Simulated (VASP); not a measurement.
# SrV2Sb2 in VASP: single point with r2SCAN

Aim: the single point of SrV2Sb2 with r2SCAN.

Everything below comes from runs of VASP 6.6.1. Logs are shortened: lines on timing, memory, paths and dates and some standing lists are left out, and cuts for length are marked.

### Step 1. The cell of the first run

The typed cell holds 5 atoms: a = 4.681 Å, b = 4.681 Å, c = 7.799 Å, α = 90.00°, β = 90.00°, γ = 120.00°.

### Step 2. Single point, r2SCAN

File POSCAR:

```
SrV2Sb2
1.0
    4.6812910000      0.0000000000      0.0000000000
   -2.3406450000      4.0541170000      0.0000000000
    0.0000000000      0.0000000000      7.7988310000
V Sb Sr
2 2 1
Direct
    0.3333000000      0.6667000000      0.6286000000
    0.6667000000      0.3333000000      0.3714000000
    0.3333000000      0.6667000000      0.2571000000
    0.6667000000      0.3333000000      0.7429000000
    0.0000000000      0.0000000000      0.0000000000
```

File INCAR.step1:

```
PREC = Accurate
ENCUT = 520
ISMEAR = -1
SIGMA = 0.1
LREAL = F
LASPH = T
NELM = 80
NBANDS = 31
GGA = PE
ALGO = Normal
EDIFF = 1E-4
LWAVE = T
LCHARG = F
```

File INCAR.step2:

```
PREC = Accurate
ENCUT = 520
EDIFF = 1E-6
ISMEAR = -1
SIGMA = 0.1
LREAL = F
LASPH = T
NELM = 80
ALGO = Normal
ISIF = 2
LWAVE = F
LCHARG = T
METAGGA = R2SCAN
LMIXTAU = T
LELF = T
LVHAR = T
NBANDS = 31
ISTART = 1
```

File KPOINTS:

```
Automatic mesh
0
Gamma
  8 8 5
```

Potentials or basis: VASP PAW PBE potentials, release 64 (V_sv, Sb, Sr_sv).

Run with:

```
cat potpaw_PBE.64/V_sv/POTCAR potpaw_PBE.64/Sb/POTCAR potpaw_PBE.64/Sr_sv/POTCAR > POTCAR
cp INCAR.step1 INCAR
mpirun -np 1 vasp_std > vasp.out
cp INCAR.step2 INCAR
mpirun -np 1 vasp_std > vasp.out
```

OUTCAR:

```text
PREC = Accurate
   ENCUT = 520
   EDIFF = 1E-6
   ISMEAR = -1
   LREAL = F
   LASPH = T
   NELM = 80
   ISIF = 2
   METAGGA = R2SCAN
   ISTART = 1

 ion  position               nearest neighbor table
   1  0.333  0.667  0.629-   4 2.85   4 2.85   4 2.85   3 2.90   5 3.96   5 3.96   5 3.96
   2  0.667  0.333  0.371-   3 2.85   3 2.85   3 2.85   4 2.90   5 3.96   5 3.96   5 3.96
   3  0.333  0.667  0.257-   2 2.85   2 2.85   2 2.85   1 2.90   5 3.37   5 3.37   5 3.37
   4  0.667  0.333  0.743-   1 2.85   1 2.85   1 2.85   2 2.90   5 3.37   5 3.37   5 3.37
   5  0.000  0.000  0.000-   3 3.37   4 3.37   3 3.37   4 3.37   4 3.37   3 3.37   1 3.96   2 3.96
                             1 3.96   2 3.96   1 3.96   2 3.96

  LATTYP: Found a hexagonal cell.
 ALAT       =     4.6812910000
 C/A-ratio  =     1.6659573182

  Lattice vectors:

 A1 = (   4.6812910000,   0.0000000000,   0.0000000000)
 A2 = (  -2.3406450000,   4.0541170000,   0.0000000000)
 A3 = (   0.0000000000,   0.0000000000,   7.7988310000)

Analysis of symmetry for initial positions (statically):
=====================================================================
 Subroutine PRICEL returns:
 Original cell was already a primitive cell.

 Routine SETGRP: Setting up the symmetry group for a
 hexagonal supercell.

 Subroutine GETGRP returns: Found  4 space group operations
 (whereof  4 operations were pure point group operations)
 out of a pool of 24 trial point group operations.

The static configuration has the point symmetry C_2h.

Analysis of symmetry for dynamics (positions and initial velocities):
=====================================================================
 Subroutine PRICEL returns:
 Original cell was already a primitive cell.

 Routine SETGRP: Setting up the symmetry group for a
 hexagonal supercell.

 Subroutine GETGRP returns: Found  4 space group operations
 (whereof  4 operations were pure point group operations)
 out of a pool of 24 trial point group operations.

The dynamic configuration has the point symmetry C_2h.

 Subroutine INISYM returns: Found  4 space group operations
 (whereof  4 operations are pure point group operations),
 and found     1 'primitive' translations

----------------------------------------------------------------------------------------

                                     Primitive cell

  volume of cell :     148.0101

  direct lattice vectors                    reciprocal lattice vectors
     4.681291000  0.000000000  0.000000000     0.213616287  0.123331392  0.000000000
    -2.340645000  4.054117000  0.000000000     0.000000000  0.246662837  0.000000000
     0.000000000  0.000000000  7.798831000     0.000000000  0.000000000  0.128224345

  length of vectors
     4.681291000  4.681290812  7.798831000     0.246662827  0.246662837  0.128224345

  position of ions in fractional coordinates (direct lattice)
     0.333300000  0.666700000  0.628600000
     0.666700000  0.333300000  0.371400000
     0.333300000  0.666700000  0.257100000
     0.666700000  0.333300000  0.742900000
     0.000000000  0.000000000  0.000000000

  ion indices of the primitive-cell ions
   primitive index   ion index
                 1           1
                 2           2
                 3           3
                 4           4
                 5           5

----------------------------------------------------------------------------------------

 KPOINTS: Automatic mesh

Automatic generation of k-mesh.
 Grid dimensions read from file:
 generate k-points for:    8    8    5

 Generating k-lattice:

  Cartesian coordinates                     Fractional coordinates (reciprocal lattice)
     0.026702036  0.015416424  0.000000000     0.125000000 -0.000000000  0.000000000
     0.000000000  0.030832855  0.000000000     0.000000000  0.125000000  0.000000000
     0.000000000  0.000000000  0.025644869     0.000000000  0.000000000  0.200000000

  Length of vectors
     0.030832853  0.030832855  0.025644869

  Shift w.r.t. Gamma in fractional coordinates (k-lattice)
     0.000000000  0.000000000  0.000000000

 Subroutine IBZKPT returns following result:
 ===========================================

 Found     93 irreducible k-points:

 Following reciprocal coordinates:
            Coordinates               Weight
  0.000000  0.000000  0.000000      1.000000
  0.125000  0.000000  0.000000      4.000000
 -0.125000  0.125000  0.000000      2.000000
  0.250000  0.000000  0.000000      4.000000
 -0.250000  0.250000  0.000000      2.000000
  0.375000 -0.000000  0.000000      4.000000
[... 16 lines left out ...]
  0.125000  0.000000  0.200000      4.000000
  0.000000  0.125000  0.200000      4.000000
 [... further k-points ...]
   k-points           NKPTS =     93   k-points in BZ     NKDIM =     93   number of bands    NBANDS=     31
   number of dos      NEDOS =    301   number of ions     NIONS =      5
   total plane-waves  NPLWV =  77760
   dimension x,y,z NGX =    36 NGY =   36 NGZ =   60
   dimension x,y,z NGXF=    72 NGYF=   72 NGZF=  120
   ions per type =               2   2   1
   NGX,Y,Z   is equivalent  to a cutoff of  12.78, 12.78, 12.79 a.u.
   NGXF,Y,Z  is equivalent  to a cutoff of  25.57, 25.57, 25.58 a.u.
 SYSTEM =  unknown system
   PREC   = accura    normal or accurate (medium, high low for compatibility)
   ISTART =      1    job   : 0-new  1-cont  2-samecut
   ICHARG =      0    charge: 1-file 2-atom 10-const
   ISPIN  =      1    spin polarized calculation?
   LNONCOLLINEAR =      F non collinear calculations
   LSORBIT =      F    spin-orbit coupling
   LASPH  =      T    aspherical Exc in radial PAW
   ENCUT  =  520.0 eV  38.22 Ry    6.18 a.u.   8.70  8.70 14.50*2*pi/ulx,y,z
   NELM   =     80;   NELMIN=  2; NELMDL=  0     # of ELM steps
   EDIFF  = 0.1E-05   stopping-criterion for ELM
   LREAL  =      F    real-space projection
   EDIFFG = 0.1E-04   stopping-criterion for IOM
   NSW    =      0    number of steps for IOM
   IBRION =     -1    ionic relax: 0-MD 1-quasi-New 2-CG
   NFREE  =      0    steps in history (QN), initial steepest desc. (CG)
   ISIF   =      2    stress and relaxation
   ISYM   =      2    0-nonsym 1-usesym 2-fastsym
   POTIM  = 0.5000    time-step for ionic-motion
   TEBEG  =    0.0;   TEEND  =   0.0 temperature during run
   PSTRESS=    0.0 pullay stress
   NELECT =      46.0000    total number of electrons
   NUPDOWN=      -1.0000    fix difference up-down
   EMIN   =  10.00;   EMAX   =-10.00  energy-range for DOS
   EFERMI =   0.00;   METHOD = LEGACY
   ISMEAR =    -1;   SIGMA  =   0.10  broadening in eV -4-tet -1-fermi 0-gaus
   EFERMI_NEDOS =   21; number of points for ismear=-14 and -15
   IALGO  =     38    algorithm
   IMIX   =      4    mixing-type and parameters
     AMIX     =   0.40;   BMIX     =  1.00
     AMIX_MAG =   1.60;   BMIX_MAG =  1.00
  volume/ion in A,a.u.               =      29.60       199.76
  Fermi-wavevector in a.u.,A,eV,Ry     =   1.108912  2.095539 16.730882  1.229685
  Thomas-Fermi vector in A             =   2.245445
   LORBIT       =      0    0 simple, 1 ext, 2 COOP (PROOUT), +10 PAW based schemes
   METAGGA = R2SCAN    functional components
   LHFCALC =     F    Hartree Fock is set to
   AEXX    =    0.0000 exact exchange contribution
   IVDW    =     0    specifies the selected vdW correction
   LEPSILON=     F    determine dielectric tensor
   LRPA    =     F    only Hartree local field effects (RPA)
 non-spin polarized calculation
  energy-cutoff  :      520.00
  volume of cell :      148.01
 maximum number of plane-waves:      4003
   NGX = 17   NGY = 17   NGZ = 29

 number of electron      45.9999981 magnetization

 Free energy of the ion-electron system (eV)
  ---------------------------------------------------
  ext. energy  EPLUGINS =         0.00000000
  ---------------------------------------------------
  free energy    TOTEN  =       -94.71120421 eV

  energy without entropy =      -94.49681556  energy(sigma->0) =      -94.60400989

 E-fermi :   4.8800     XC(G=0):  -9.7570

 val. band max:        4.8703322831   @ k =   0.3750   0.2500   0.0000
 cond. band min:       4.8962334374   @ k =   0.3750   0.1250   0.4000
 fundamental gap:      0.0259011543
 Fermi energy:         4.8800230442

 k-point     1 :       0.0000    0.0000    0.0000
  band No.  band energies     occupation
      1     -62.3744      2.00000
      2     -62.3694      2.00000
      3     -35.1488      2.00000
      4     -35.1488      2.00000
      5     -35.1298      2.00000
      6     -35.1298      2.00000
[... 23 lines left out ...]
     30       7.2618      0.00000
     31       7.2626      0.00000

 k-point     2 :       0.1250    0.0000    0.0000
  band No.  band energies     occupation
      1     -62.3742      2.00000
      2     -62.3696      2.00000
      3     -35.1491      2.00000
      4     -35.1487      2.00000
      5     -35.1308      2.00000
      6     -35.1296      2.00000
[... 23 lines left out ...]
     30       7.0469      0.00000
     31       7.4767      0.00000

 k-point     3 :      -0.1250    0.1250    0.0000
  band No.  band energies     occupation
      1     -62.3742      2.00000
      2     -62.3696      2.00000
      3     -35.1491      2.00000
      4     -35.1487      2.00000
      5     -35.1308      2.00000
      6     -35.1296      2.00000
[... 23 lines left out ...]
     30       7.0470      0.00000
     31       7.4766      0.00000

 k-point     4 :       0.2500    0.0000    0.0000
  band No.  band energies     occupation
      1     -62.3737      2.00000
      2     -62.3700      2.00000
      3     -35.1500      2.00000
      4     -35.1483      2.00000
      5     -35.1332      2.00000
      6     -35.1291      2.00000
[... 23 lines left out ...]
     30       6.5788      0.00000
     31       7.9482      0.00000

 k-point     5 :      -0.2500    0.2500    0.0000
  band No.  band energies     occupation
      1     -62.3737      2.00000
      2     -62.3700      2.00000
      3     -35.1500      2.00000
      4     -35.1483      2.00000
      5     -35.1332      2.00000
      6     -35.1290      2.00000
[... 23 lines left out ...]
     30       6.5797      0.00000
     31       7.9480      0.00000
[... 542 lines left out ...]
     30       6.5247      0.00000
     31       8.4691      0.00000

 k-point    22 :       0.0000    0.0000    0.2000
  band No.  band energies     occupation
      1     -62.3744      2.00000
      2     -62.3694      2.00000
      3     -35.1488      2.00000
      4     -35.1488      2.00000
      5     -35.1298      2.00000
      6     -35.1298      2.00000
[... 23 lines left out ...]
     30       7.1403      0.00000
     31       7.5396      0.00000

 k-point    23 :       0.1250    0.0000    0.2000
  band No.  band energies     occupation
      1     -62.3742      2.00000
      2     -62.3696      2.00000
      3     -35.1491      2.00000
      4     -35.1487      2.00000
      5     -35.1308      2.00000
      6     -35.1296      2.00000
[... 23 lines left out ...]
     30       6.7447      0.00000
     31       7.9171      0.00000

 k-point    24 :       0.0000    0.1250    0.2000
  band No.  band energies     occupation
      1     -62.3742      2.00000
      2     -62.3696      2.00000
      3     -35.1491      2.00000
      4     -35.1487      2.00000
      5     -35.1308      2.00000
      6     -35.1296      2.00000
[... 23 lines left out ...]
     30       7.0006      0.00000
     31       7.7239      0.00000

 [... further k-points ...]

------------------------ aborting loop because EDIFF is reached ----------------------------------------

  FORCE on cell =-STRESS in cart. coord.  units (eV):
  Direction    XX          YY          ZZ          XY          YZ          ZX
  --------------------------------------------------------------------------------------
  -------------------------------------------------------------------------------------
  Total       -8.2893021     -8.2877239     -7.2107731      0.0013660      0.0010838     -0.0018773
  in kB      -89.7298877    -89.7128039    -78.0550466      0.0147867      0.0117318     -0.0203211
  external PRESSURE =     -85.8325794 kB  Pullay stress =       0.0000000 kB

 VOLUME and BASIS-vectors are now :
 -----------------------------------------------------------------------------
  energy-cutoff  :      520.00
  volume of cell :      148.01
      direct lattice vectors                 reciprocal lattice vectors
     4.681291000  0.000000000  0.000000000     0.213616287  0.123331392  0.000000000
    -2.340645000  4.054117000  0.000000000     0.000000000  0.246662837  0.000000000
     0.000000000  0.000000000  7.798831000     0.000000000  0.000000000  0.128224345

 POSITION                                       TOTAL-FORCE (eV/Angst)
 -----------------------------------------------------------------------------------
     -0.00023      2.70288      4.90235         0.001684     -0.000972     -1.514370
      2.34088      1.35124      2.89649        -0.001684      0.000972      1.514370
     -0.00023      2.70288      2.00508         0.002174     -0.001255      1.226484
      2.34088      1.35124      5.79375        -0.002174      0.001255     -1.226484
      0.00000      0.00000      0.00000         0.000000      0.000000      0.000000
 -----------------------------------------------------------------------------------
    total drift:                               -0.000000     -0.000000      0.000000

  FREE ENERGIE OF THE ION-ELECTRON SYSTEM (eV)
  ---------------------------------------------------
  free  energy   TOTEN  =       -94.7112042137 eV

  energy  without entropy=      -94.4968155629  energy(sigma->0) =      -94.60400989
```

It took 38 min on 1 thread of AMD EPYC 7R13, shared host; peak memory 0.6 GiB.

Results:

| Property | Result |
| --- | --- |
| Free energy | -94.7112 eV |
| Pressure | -8.6 GPa |
| Largest force | 1.514 eV/Å |
| Band gap on the k mesh | zero (bands 23 and 24 overlap by 0.48 eV) |

Forces in eV/Å, atoms in the order of the input:
```
V    0.002 -0.001 -1.514
V   -0.002  0.001  1.514
Sb   0.002 -0.001  1.226
Sb  -0.002  0.001 -1.226
Sr   0.000  0.000  0.000
```

Caveat: the cell stands under tension; the PAW data sets were made with another functional, which shifts forces and pressure a little; spin-orbit coupling is left out, which moves the levels of the heavy elements.

The gap in the log of VASP goes by the Fermi energy; the results here count the filled bands.